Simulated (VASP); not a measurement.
# Si (Fd-3m) in VASP: single point with LDA

Aim: the single point of Si with LDA.

Everything below comes from runs of VASP 6.6.1. Logs are shortened: lines on timing, memory, paths and dates and some standing lists are left out, and cuts for length are marked.

### Step 1. The cell of the first run

Symmetry: Fd-3m, No. 227, cubic system. The conventional cell has a = 5.402 Å, b = 5.402 Å, c = 5.402 Å, α = 90.00°, β = 90.00°, γ = 90.00°. Within 3.1 Å of Si (site symmetry -43m) lie 4 Si at 2.34 Å.

### Step 2. Single point, LDA

Input file INCAR:

```
PREC     = Accurate       # precision mode
ENCUT    = 500            # plane-wave cutoff, eV
EDIFF    = 1E-6           # SCF threshold, eV
ISMEAR   = 1              # smearing method
SIGMA    = 0.02           # smearing width, eV
LREAL    = False          # projectors in reciprocal space
LASPH    = True           # aspherical terms in the spheres
NELM     = 120            # most SCF steps
ALGO     = Normal         # electronic algorithm
ISIF     = 2              # what is computed and relaxed
LWAVE    = False          # write WAVECAR
LCHARG   = False          # write CHGCAR
NBANDS   = 11             # bands
GGA_COMPAT= False
```

Input file KPOINTS:

```
regular mesh
0
Gamma
  12 12 12
```

Input file POSCAR:

```
Si
1.0
    0.0000000000      2.7009711377      2.7009711377
    2.7009711377      0.0000000000      2.7009711377
    2.7009711377      2.7009711377      0.0000000000
Si
2
Direct
    0.7500000000      0.7500000000      0.7500000000
    0.5000000000      0.5000000000      0.5000000000
```

Potentials or basis: VASP PAW LDA potentials, release 64 (Si).

Command:

```console
cat potpaw_LDA.64/Si/POTCAR > POTCAR
mpirun -np 1 vasp_std > vasp.out
```

OUTCAR:

```text
PREC = Accurate
   ENCUT = 500
   EDIFF = 1E-6
   ISMEAR = 1
   LREAL = False
   LASPH = True
   NELM = 120
   ISIF = 2

 ion  position               nearest neighbor table
   1  0.750  0.750  0.750-   2 2.34   2 2.34   2 2.34   2 2.34
   2  0.500  0.500  0.500-   1 2.34   1 2.34   1 2.34   1 2.34

  LATTYP: Found a face centered cubic cell.
 ALAT       =     5.4019422754

  Lattice vectors:

 A1 = (   0.0000000000,   2.7009711377,   2.7009711377)
 A2 = (   2.7009711377,   0.0000000000,   2.7009711377)
 A3 = (   2.7009711377,   2.7009711377,   0.0000000000)

Analysis of symmetry for initial positions (statically):
=====================================================================
 Subroutine PRICEL returns:
 Original cell was already a primitive cell.

 Routine SETGRP: Setting up the symmetry group for a
 face centered cubic supercell.

 Subroutine GETGRP returns: Found 48 space group operations
 (whereof 24 operations were pure point group operations)
 out of a pool of 48 trial point group operations.

The static configuration has the point symmetry T_d .
 The point group associated with its full space group is O_h .

Analysis of symmetry for dynamics (positions and initial velocities):
=====================================================================
 Subroutine PRICEL returns:
 Original cell was already a primitive cell.

 Routine SETGRP: Setting up the symmetry group for a
 face centered cubic supercell.

 Subroutine GETGRP returns: Found 48 space group operations
 (whereof 24 operations were pure point group operations)
 out of a pool of 48 trial point group operations.

The dynamic configuration has the point symmetry T_d .
 The point group associated with its full space group is O_h .

 Subroutine INISYM returns: Found 48 space group operations
 (whereof 24 operations are pure point group operations),
 and found     1 'primitive' translations

----------------------------------------------------------------------------------------

                                     Primitive cell

  volume of cell :      39.4085

  direct lattice vectors                    reciprocal lattice vectors
     0.000000000  2.700971138  2.700971138    -0.185118602  0.185118602  0.185118602
     2.700971138  0.000000000  2.700971138     0.185118602 -0.185118602  0.185118602
     2.700971138  2.700971138  0.000000000     0.185118602  0.185118602 -0.185118602

  length of vectors
     3.819750015  3.819750015  3.819750015     0.320634823  0.320634823  0.320634823

  position of ions in fractional coordinates (direct lattice)
     0.750000000  0.750000000  0.750000000
     0.500000000  0.500000000  0.500000000

  ion indices of the primitive-cell ions
   primitive index   ion index
                 1           1
                 2           2

----------------------------------------------------------------------------------------

 KPOINTS: regular mesh

Automatic generation of k-mesh.
 Grid dimensions read from file:
 generate k-points for:   12   12   12

 Generating k-lattice:

  Cartesian coordinates                     Fractional coordinates (reciprocal lattice)
    -0.015426550  0.015426550  0.015426550     0.083333333  0.000000000  0.000000000
     0.015426550 -0.015426550  0.015426550     0.000000000  0.083333333  0.000000000
     0.015426550  0.015426550 -0.015426550     0.000000000  0.000000000  0.083333333

  Length of vectors
     0.026719569  0.026719569  0.026719569

  Shift w.r.t. Gamma in fractional coordinates (k-lattice)
     0.000000000  0.000000000  0.000000000

 Subroutine IBZKPT returns following result:
 ===========================================

 Found     72 irreducible k-points:

 Following reciprocal coordinates:
            Coordinates               Weight
  0.000000  0.000000  0.000000      1.000000
  0.083333  0.000000  0.000000      8.000000
  0.166667  0.000000  0.000000      8.000000
  0.250000  0.000000  0.000000      8.000000
  0.333333  0.000000  0.000000      8.000000
  0.416667  0.000000  0.000000      8.000000
[... 16 lines left out ...]
  0.500000  0.166667  0.000000     24.000000
 -0.416667  0.166667  0.000000     24.000000
 [... further k-points ...]
   k-points           NKPTS =     72   k-points in BZ     NKDIM =     72   number of bands    NBANDS=     11
   number of dos      NEDOS =    301   number of ions     NIONS =      2
   total plane-waves  NPLWV =  21952
   dimension x,y,z NGX =    28 NGY =   28 NGZ =   28
   dimension x,y,z NGXF=    56 NGYF=   56 NGZF=   56
   ions per type =               2
   NGX,Y,Z   is equivalent  to a cutoff of  12.19, 12.19, 12.19 a.u.
   NGXF,Y,Z  is equivalent  to a cutoff of  24.37, 24.37, 24.37 a.u.
 SYSTEM =  unknown system
   PREC   = accura    normal or accurate (medium, high low for compatibility)
   ISTART =      0    job   : 0-new  1-cont  2-samecut
   ICHARG =      2    charge: 1-file 2-atom 10-const
   ISPIN  =      1    spin polarized calculation?
   LNONCOLLINEAR =      F non collinear calculations
   LSORBIT =      F    spin-orbit coupling
   LASPH  =      T    aspherical Exc in radial PAW
   ENCUT  =  500.0 eV  36.75 Ry    6.06 a.u.   6.96  6.96  6.96*2*pi/ulx,y,z
   NELM   =    120;   NELMIN=  2; NELMDL= -5     # of ELM steps
   EDIFF  = 0.1E-05   stopping-criterion for ELM
   LREAL  =      F    real-space projection
   EDIFFG = 0.1E-04   stopping-criterion for IOM
   NSW    =      0    number of steps for IOM
   IBRION =     -1    ionic relax: 0-MD 1-quasi-New 2-CG
   NFREE  =      0    steps in history (QN), initial steepest desc. (CG)
   ISIF   =      2    stress and relaxation
   ISYM   =      2    0-nonsym 1-usesym 2-fastsym
   POTIM  = 0.5000    time-step for ionic-motion
   TEBEG  =    0.0;   TEEND  =   0.0 temperature during run
   PSTRESS=    0.0 pullay stress
   NELECT =       8.0000    total number of electrons
   NUPDOWN=      -1.0000    fix difference up-down
   EMIN   =  10.00;   EMAX   =-10.00  energy-range for DOS
   EFERMI =   0.00;   METHOD = LEGACY
   ISMEAR =     1;   SIGMA  =   0.02  broadening in eV -4-tet -1-fermi 0-gaus
   EFERMI_NEDOS =   21; number of points for ismear=-14 and -15
   IALGO  =     38    algorithm
   IMIX   =      4    mixing-type and parameters
     AMIX     =   0.40;   BMIX     =  1.00
     AMIX_MAG =   1.60;   BMIX_MAG =  1.00
  volume/ion in A,a.u.               =      19.70       132.97
  Fermi-wavevector in a.u.,A,eV,Ry     =   0.962147  1.818195 12.595285  0.925727
  Thomas-Fermi vector in A             =   2.091581
   LORBIT       =      0    0 simple, 1 ext, 2 COOP (PROOUT), +10 PAW based schemes
   GGA     = CA    functional components
   LHFCALC =     F    Hartree Fock is set to
   AEXX    =    0.0000 exact exchange contribution
   IVDW    =     0    specifies the selected vdW correction
   LEPSILON=     F    determine dielectric tensor
   LRPA    =     F    only Hartree local field effects (RPA)
 non-spin polarized calculation
 Methfessel and Paxton  Order N= 1 SIGMA  =   0.02
  energy-cutoff  :      500.00
  volume of cell :       39.41
 maximum number of plane-waves:      1018
   NGX = 13   NGY = 13   NGZ = 13

 number of electron       8.0000001 magnetization

 Free energy of the ion-electron system (eV)
  ---------------------------------------------------
  ext. energy  EPLUGINS =         0.00000000
  ---------------------------------------------------
  free energy    TOTEN  =       -11.91970018 eV

  energy without entropy =      -11.91970220  energy(sigma->0) =      -11.91970085

 E-fermi :   5.9500     XC(G=0):  -9.6658

 val. band max:        5.9332035093   @ k =   0.0000   0.0000   0.0000
 cond. band min:       6.3752304507   @ k =   0.4167   0.4167   0.0000
 fundamental gap:      0.4420269414
 Fermi energy:         5.9500411511

 k-point     1 :       0.0000    0.0000    0.0000
  band No.  band energies     occupation
      1      -6.1334      2.00000
      2       5.9332      2.00000
      3       5.9332      2.00000
      4       5.9332      2.00000
      5       8.4642      0.00000
      6       8.4642      0.00000
      7       8.4642      0.00000
      8       9.3255      0.00000
      9      13.6693      0.00000
     10      13.6693      0.00000
     11      13.6788      0.00000

 k-point     2 :       0.0833    0.0000    0.0000
  band No.  band energies     occupation
      1      -6.0411      2.00000
      2       5.0643      2.00000
      3       5.7866      2.00000
      4       5.7866      2.00000
      5       8.5101      0.00000
      6       8.6792      0.00000
      7       8.6792      0.00000
      8       9.9809      0.00000
      9      13.3829      0.00000
     10      13.3829      0.00000
     11      14.0780      0.00000

 k-point     3 :       0.1667    0.0000    0.0000
  band No.  band energies     occupation
      1      -5.7670      2.00000
      2       3.5254      2.00000
      3       5.4758      2.00000
      4       5.4758      2.00000
      5       8.2467      0.00000
      6       9.1191      0.00000
      7       9.1191      0.00000
      8      11.3902      0.00000
      9      12.9965      0.00000
     10      12.9965      0.00000
     11      14.8476      0.00000
[... 267 lines left out ...]
 k-point    23 :       0.5000    0.1667    0.0000
  band No.  band energies     occupation
      1      -3.5975      2.00000
      2      -0.7467      2.00000
      3       3.1070      2.00000
      4       4.1323      2.00000
      5       7.8888      0.00000
      6      10.0078      0.00000
      7      10.5201      0.00000
      8      12.3087      0.00000
      9      15.2528      0.00000
     10      16.4134      0.00000
     11      17.6660      0.00000

 k-point    24 :      -0.4167    0.1667    0.0000
  band No.  band energies     occupation
      1      -3.4789      2.00000
      2      -0.9115      2.00000
      3       2.8879      2.00000
      4       4.3205      2.00000
      5       8.0416      0.00000
      6       9.9521      0.00000
      7      10.2904      0.00000
      8      13.8668      0.00000
      9      14.4242      0.00000
     10      14.7072      0.00000
     11      17.0302      0.00000

 [... further k-points ...]

------------------------ aborting loop because EDIFF is reached ----------------------------------------

  FORCE on cell =-STRESS in cart. coord.  units (eV):
  Direction    XX          YY          ZZ          XY          YZ          ZX
  --------------------------------------------------------------------------------------
  -------------------------------------------------------------------------------------
  Total        0.0115501      0.0115501      0.0115501     -0.0000000     -0.0000000      0.0000000
  in kB        0.4695747      0.4695747      0.4695747     -0.0000000     -0.0000000      0.0000000
  external PRESSURE =       0.4695747 kB  Pullay stress =       0.0000000 kB

 VOLUME and BASIS-vectors are now :
 -----------------------------------------------------------------------------
  energy-cutoff  :      500.00
  volume of cell :       39.41
      direct lattice vectors                 reciprocal lattice vectors
     0.000000000  2.700971138  2.700971138    -0.185118602  0.185118602  0.185118602
     2.700971138  0.000000000  2.700971138     0.185118602 -0.185118602  0.185118602
     2.700971138  2.700971138  0.000000000     0.185118602  0.185118602 -0.185118602

 POSITION                                       TOTAL-FORCE (eV/Angst)
 -----------------------------------------------------------------------------------
      4.05146      4.05146      4.05146         0.000000      0.000000      0.000000
      2.70097      2.70097      2.70097        -0.000000     -0.000000     -0.000000
 -----------------------------------------------------------------------------------
    total drift:                                0.000000      0.000000     -0.000000

  FREE ENERGIE OF THE ION-ELECTRON SYSTEM (eV)
  ---------------------------------------------------
  free  energy   TOTEN  =       -11.9197001828 eV

  energy  without entropy=      -11.9197021959  energy(sigma->0) =      -11.91970085
```

Run time: 31 s. Hardware: 1 thread of Intel Xeon 8259CL, shared host; peak memory 0.14 GiB.

What came out:

| Quantity | Value |
| --- | --- |
| Free energy | -11.9197 eV |
| Pressure | 0.0 GPa |
| Band gap on the k mesh | 0.44 eV (least direct gap 2.53 eV) |

Caveat: semilocal functionals underestimate gaps, and a narrow one can read as zero. A k mesh can miss the band edges.
